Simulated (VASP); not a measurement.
# Na (Im-3m) in VASP: further runs, part 2 of 2

VASP 6.6.1.

**3. Single point, PBE**

This run uses another cell than the first one, of 37.74 Å³/atom, 1.020 times its volume.

Contents of INCAR:

```
  ALGO = Normal
  EDIFF = 1E-6
  ENCUT = 520
  GGA = PE
  ISIF = 2
  ISMEAR = -1
  LASPH = T
  LCHARG = F
  LREAL = F
  LWAVE = F
  NBANDS = 10
  NELM = 100
  PREC = Accurate
  SIGMA = 0.06122561905347299
```

Contents of KPOINTS:

```
k-points
0
Gamma
  37 37 37
```

Contents of POSCAR:

```
Na
1.0
   -2.1129955335      2.1129955335      2.1129955335
    2.1129955335     -2.1129955335      2.1129955335
    2.1129955335      2.1129955335     -2.1129955335
Na
1
Direct
    0.0000000000      0.0000000000      0.0000000000
```

Potentials or basis: VASP PAW PBE potentials, release 64 (Na_pv).

Command:

```bash
$ cat potpaw_PBE.64/Na_pv/POTCAR > POTCAR
$ mpirun -np 1 vasp_std > vasp.out
```

OUTCAR:

```text
EDIFF = 1E-6
   ENCUT = 520
   GGA = PE
   ISIF = 2
   ISMEAR = -1
   LASPH = T
   LREAL = F
   NELM = 100
   PREC = Accurate

 ion  position               nearest neighbor table
   1  0.000  0.000  0.000-

  LATTYP: Found a body centered cubic cell.
 ALAT       =     4.2259910670

  Lattice vectors:

 A1 = (  -2.1129955335,   2.1129955335,   2.1129955335)
 A2 = (   2.1129955335,  -2.1129955335,   2.1129955335)
 A3 = (   2.1129955335,   2.1129955335,  -2.1129955335)

Analysis of symmetry for initial positions (statically):
=====================================================================
 Subroutine PRICEL returns:
 Original cell was already a primitive cell.

 Routine SETGRP: Setting up the symmetry group for a
 body centered cubic supercell.

 Subroutine GETGRP returns: Found 48 space group operations
 (whereof 48 operations were pure point group operations)
 out of a pool of 48 trial point group operations.

The static configuration has the point symmetry O_h .

Analysis of symmetry for dynamics (positions and initial velocities):
=====================================================================
 Subroutine PRICEL returns:
 Original cell was already a primitive cell.

 Routine SETGRP: Setting up the symmetry group for a
 body centered cubic supercell.

 Subroutine GETGRP returns: Found 48 space group operations
 (whereof 48 operations were pure point group operations)
 out of a pool of 48 trial point group operations.

The dynamic configuration has the point symmetry O_h .

 Subroutine INISYM returns: Found 48 space group operations
 (whereof 48 operations are pure point group operations),
 and found     1 'primitive' translations

----------------------------------------------------------------------------------------

                                     Primitive cell

  volume of cell :      37.7360

  direct lattice vectors                    reciprocal lattice vectors
    -2.112995533  2.112995533  2.112995533     0.000000000  0.236630884  0.236630884
     2.112995533 -2.112995533  2.112995533     0.236630884  0.000000000  0.236630884
     2.112995533  2.112995533 -2.112995533     0.236630884  0.236630884  0.000000000

  length of vectors
     3.659815620  3.659815620  3.659815620     0.334646605  0.334646605  0.334646605

  position of ions in fractional coordinates (direct lattice)
     0.000000000  0.000000000  0.000000000

  ion indices of the primitive-cell ions
   primitive index   ion index
                 1           1

----------------------------------------------------------------------------------------

 KPOINTS: k-points

Automatic generation of k-mesh.
 Grid dimensions read from file:
 generate k-points for:   37   37   37

 Generating k-lattice:

  Cartesian coordinates                     Fractional coordinates (reciprocal lattice)
     0.000000000  0.006395429  0.006395429     0.027027027  0.000000000  0.000000000
     0.006395429  0.000000000  0.006395429     0.000000000  0.027027027  0.000000000
     0.006395429  0.006395429  0.000000000     0.000000000  0.000000000  0.027027027

  Length of vectors
     0.009044503  0.009044503  0.009044503

  Shift w.r.t. Gamma in fractional coordinates (k-lattice)
     0.000000000  0.000000000  0.000000000

 Subroutine IBZKPT returns following result:
 ===========================================

 Found   1330 irreducible k-points:

 Following reciprocal coordinates:
            Coordinates               Weight
  0.000000  0.000000  0.000000      1.000000
  0.027027  0.000000  0.000000     12.000000
  0.054054  0.000000  0.000000     12.000000
  0.081081  0.000000  0.000000     12.000000
  0.108108  0.000000  0.000000     12.000000
  0.135135  0.000000  0.000000     12.000000
[... 16 lines left out ...]
  0.108108  0.027027  0.000000     48.000000
  0.135135  0.027027  0.000000     48.000000
 [... further k-points ...]
   k-points           NKPTS =   1330   k-points in BZ     NKDIM =   1330   number of bands    NBANDS=     10
   number of dos      NEDOS =    301   number of ions     NIONS =      1
   total plane-waves  NPLWV =  21952
   dimension x,y,z NGX =    28 NGY =   28 NGZ =   28
   dimension x,y,z NGXF=    56 NGYF=   56 NGZF=   56
   ions per type =               1
   NGX,Y,Z   is equivalent  to a cutoff of  12.72, 12.72, 12.72 a.u.
   NGXF,Y,Z  is equivalent  to a cutoff of  25.44, 25.44, 25.44 a.u.
 SYSTEM =  unknown system
   PREC   = accura    normal or accurate (medium, high low for compatibility)
   ISTART =      0    job   : 0-new  1-cont  2-samecut
   ICHARG =      2    charge: 1-file 2-atom 10-const
   ISPIN  =      1    spin polarized calculation?
   LNONCOLLINEAR =      F non collinear calculations
   LSORBIT =      F    spin-orbit coupling
   LASPH  =      T    aspherical Exc in radial PAW
   ENCUT  =  520.0 eV  38.22 Ry    6.18 a.u.   6.80  6.80  6.80*2*pi/ulx,y,z
   NELM   =    100;   NELMIN=  2; NELMDL= -5     # of ELM steps
   EDIFF  = 0.1E-05   stopping-criterion for ELM
   LREAL  =      F    real-space projection
   EDIFFG = 0.1E-04   stopping-criterion for IOM
   NSW    =      0    number of steps for IOM
   IBRION =     -1    ionic relax: 0-MD 1-quasi-New 2-CG
   NFREE  =      0    steps in history (QN), initial steepest desc. (CG)
   ISIF   =      2    stress and relaxation
   ISYM   =      2    0-nonsym 1-usesym 2-fastsym
   POTIM  = 0.5000    time-step for ionic-motion
   TEBEG  =    0.0;   TEEND  =   0.0 temperature during run
   PSTRESS=    0.0 pullay stress
   NELECT =       7.0000    total number of electrons
   NUPDOWN=      -1.0000    fix difference up-down
   EMIN   =  10.00;   EMAX   =-10.00  energy-range for DOS
   EFERMI =   0.00;   METHOD = LEGACY
   ISMEAR =    -1;   SIGMA  =   0.06  broadening in eV -4-tet -1-fermi 0-gaus
   EFERMI_NEDOS =   21; number of points for ismear=-14 and -15
   IALGO  =     38    algorithm
   IMIX   =      4    mixing-type and parameters
     AMIX     =   0.40;   BMIX     =  1.00
     AMIX_MAG =   1.60;   BMIX_MAG =  1.00
  volume/ion in A,a.u.               =      37.74       254.66
  Fermi-wavevector in a.u.,A,eV,Ry     =   0.933660  1.764362 11.860494  0.871722
  Thomas-Fermi vector in A             =   2.060385
   LORBIT       =      0    0 simple, 1 ext, 2 COOP (PROOUT), +10 PAW based schemes
   GGA     = PE    functional components
   LHFCALC =     F    Hartree Fock is set to
   AEXX    =    0.0000 exact exchange contribution
   IVDW    =     0    specifies the selected vdW correction
   LEPSILON=     F    determine dielectric tensor
   LRPA    =     F    only Hartree local field effects (RPA)
 non-spin polarized calculation
  energy-cutoff  :      520.00
  volume of cell :       37.74
 maximum number of plane-waves:      1048
   NGX = 13   NGY = 13   NGZ = 13

 number of electron       7.0000011 magnetization

 Free energy of the ion-electron system (eV)
  ---------------------------------------------------
  ext. energy  EPLUGINS =         0.00000000
  ---------------------------------------------------
  free energy    TOTEN  =        -1.31364330 eV

  energy without entropy =       -1.30776188  energy(sigma->0) =       -1.31070259

 E-fermi :   0.2851     XC(G=0):  -6.4562

 val. band max:        0.2819517489   @ k =  -0.2973   0.4595   0.1081
 cond. band min:       0.2903484396   @ k =   0.3784   0.0541   0.0541
 fundamental gap:      0.0083966907
 Fermi energy:         0.2850867973

 k-point     1 :       0.0000    0.0000    0.0000
  band No.  band energies     occupation
      1     -24.6372      2.00000
      2     -24.6372      2.00000
      3     -24.6372      2.00000
      4      -2.9625      2.00000
      5      11.8956      0.00000
      6      11.8956      0.00000
      7      11.8956      0.00000
      8      12.8864      0.00000
      9      12.8864      0.00000
     10      13.4353      0.00000

 k-point     2 :       0.0270    0.0000    0.0000
  band No.  band energies     occupation
      1     -24.6374      2.00000
      2     -24.6373      2.00000
      3     -24.6372      2.00000
      4      -2.9498      2.00000
      5      11.6906      0.00000
      6      11.7837      0.00000
      7      11.8328      0.00000
      8      12.6221      0.00000
      9      12.6985      0.00000
     10      13.5567      0.00000
[... 274 lines left out ...]
 k-point    24 :       0.1351    0.0270    0.0000
  band No.  band energies     occupation
      1     -24.6442      2.00000
      2     -24.6395      2.00000
      3     -24.6373      2.00000
      4      -2.5694      2.00000
      5       8.7129      0.00000
      6      10.1888      0.00000
      7      10.8462      0.00000
      8      11.3976      0.00000
      9      12.1407      0.00000
     10      13.5999      0.00000

 [... further k-points ...]
[... 5 lines left out ...]
  --------------------------------------------------------------------------------------
  -------------------------------------------------------------------------------------
  Total       -0.0418646     -0.0418646     -0.0418646      0.0000000     -0.0000000      0.0000000
  in kB       -1.7774677     -1.7774677     -1.7774677      0.0000000     -0.0000000      0.0000000
  external PRESSURE =      -1.7774677 kB  Pullay stress =       0.0000000 kB

 VOLUME and BASIS-vectors are now :
 -----------------------------------------------------------------------------
  energy-cutoff  :      520.00
  volume of cell :       37.74
      direct lattice vectors                 reciprocal lattice vectors
    -2.112995533  2.112995533  2.112995533     0.000000000  0.236630884  0.236630884
     2.112995533 -2.112995533  2.112995533     0.236630884  0.000000000  0.236630884
     2.112995533  2.112995533 -2.112995533     0.236630884  0.236630884  0.000000000

 POSITION                                       TOTAL-FORCE (eV/Angst)
 -----------------------------------------------------------------------------------
      0.00000      0.00000      0.00000        -0.000000     -0.000000     -0.000000
 -----------------------------------------------------------------------------------
    total drift:                                0.000000     -0.000000      0.000000

  FREE ENERGIE OF THE ION-ELECTRON SYSTEM (eV)
  ---------------------------------------------------
  free  energy   TOTEN  =        -1.3136432980 eV

  energy  without entropy=       -1.3077618755  energy(sigma->0) =       -1.31070259
```

OSZICAR:

```text
N       E                     dE             d eps       ncg     rms          rms(c)
DAV:   1     0.280822691536E+02    0.28082E+02   -0.37794E+03 26670   0.583E+02
DAV:   2    -0.691679142060E+00   -0.28774E+02   -0.28628E+02 27394   0.148E+02
DAV:   3    -0.130913271475E+01   -0.61745E+00   -0.61695E+00 32310   0.236E+01
DAV:   4    -0.131416682167E+01   -0.50341E-02   -0.50337E-02 31354   0.210E+00
DAV:   5    -0.131423853215E+01   -0.71710E-04   -0.71710E-04 30416   0.245E-01    0.204E-01
DAV:   6    -0.131389128142E+01    0.34725E-03   -0.48470E-04 31296   0.263E-01    0.137E-01
DAV:   7    -0.131365017173E+01    0.24111E-03   -0.99134E-04 29696   0.314E-01    0.158E-02
DAV:   8    -0.131364298462E+01    0.71871E-05   -0.45839E-05 32452   0.111E-01    0.228E-03
DAV:   9    -0.131364329798E+01   -0.31336E-06   -0.20261E-07 18850   0.481E-03
   1 F= -.13136433E+01 E0= -.13107026E+01  d E =-.588142E-02
```

Run time: 3.7 min. Hardware: 1 thread of Oxide Virtual Turin-like, shared host; peak memory 0.45 GiB.

What came out:

* Free energy: -1.3136 eV
* Pressure: -0.2 GPa
